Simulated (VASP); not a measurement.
A run of VASP 6.6.1 is set up as follows.

The input INCAR:

```
  PREC = Accurate
  ENCUT = 500
  EDIFF = 1E-7
  ISMEAR = 0
  SIGMA = 0.1
  LREAL = False
  LASPH = True
  NELM = 120
  ALGO = Normal
  ISIF = 3
  LWAVE = False
  LCHARG = False
  GGA = PE
  IBRION = 2
  NSW = 80
  EDIFFG = -0.003
  GGA_COMPAT = False
  NELMIN = 4
```

File KPOINTS:

```
Automatic mesh
0
Gamma
  12 12 12
```

The input POSCAR:

```
Ag
1.0
    0.0000000000      2.0400000000      2.0400000000
    2.0400000000      0.0000000000      2.0400000000
    2.0400000000      2.0400000000      0.0000000000
Ag
1
Direct
    0.0000000000      0.0000000000      0.0000000000
```

Potentials or basis: VASP PAW PBE potentials, release 64 (Ag).

Command:

```bash
$ cat potpaw_PBE.64/Ag/POTCAR > POTCAR
$ mpirun -np 1 vasp_std > vasp.out
```

Predict the space group after relaxing (to 0.1 Å).

Fm-3m (No. 225).

What does it give for the relaxed cell?

a = 2.935 Å, b = 2.935 Å, c = 2.935 Å, α = 60.00°, β = 60.00°, γ = 60.00°.

Predict the band gap on the k mesh.

zero (an odd number of electrons rules out a gap without spin polarisation).

Final structure:
```cif
data_structure
_symmetry_space_group_name_H-M 'P 1'
_symmetry_Int_Tables_number 1
_cell_length_a 2.9345
_cell_length_b 2.9345
_cell_length_c 2.9345
_cell_angle_alpha 60.000
_cell_angle_beta 60.000
_cell_angle_gamma 60.000
_cell_volume 17.87
loop_
_atom_site_label
_atom_site_type_symbol
_atom_site_fract_x
_atom_site_fract_y
_atom_site_fract_z
_atom_site_occupancy
Ag1 Ag 0.00000 0.00000 0.00000 1
```
